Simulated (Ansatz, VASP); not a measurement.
# Two plane-wave programs on SrVO3

```
Sr V O
1.0
     3.85886    0.00000    0.00000
     0.00000    3.85886    0.00000
     0.00000    0.00000    3.85886
Sr V O
1 1 3
Direct
  0.50000 0.50000 0.50000
  0.00000 0.00000 0.00000
  0.50000 0.00000 0.00000
  0.00000 0.50000 0.00000
  0.00000 0.00000 0.50000
```

Alike in both runs: task single point; functional PBE; k mesh 10 × 10 × 10; occupations gaussian, width 0.1 eV; collinear spin.

|  | VASP | Ansatz |
| --- | --- | --- |
| version | VASP 6.6.1 | Ansatz 0.2.0 |
| potentials or method | VASP PAW PBE potentials, release 64 (Sr_sv, V_sv, O), cutoff 520 eV | scalar-relativistic, plane waves, PAW |
| valence electrons in the cell | 41 | 41 |

|  | VASP | Ansatz | Ansatz less VASP |
| --- | --- | --- | --- |
| gap on the k mesh at the Fermi level (eV) | none | none | - |
| pressure (GPa) | 0.9 | 0.0 | -0.85 |
| net moment per atom (μB) | 0.07 | 0.07 | 0.000 |
| size of the moment on the site where the two differ most (μB) | 0.32 | 0.26 | -0.062 |

Site moments also hang on the region over which each program counts them. A gap of «none» marks a metal or a gap that the smearing closes. The functional is the same, so the differences come from potentials, cutoffs and numerics.
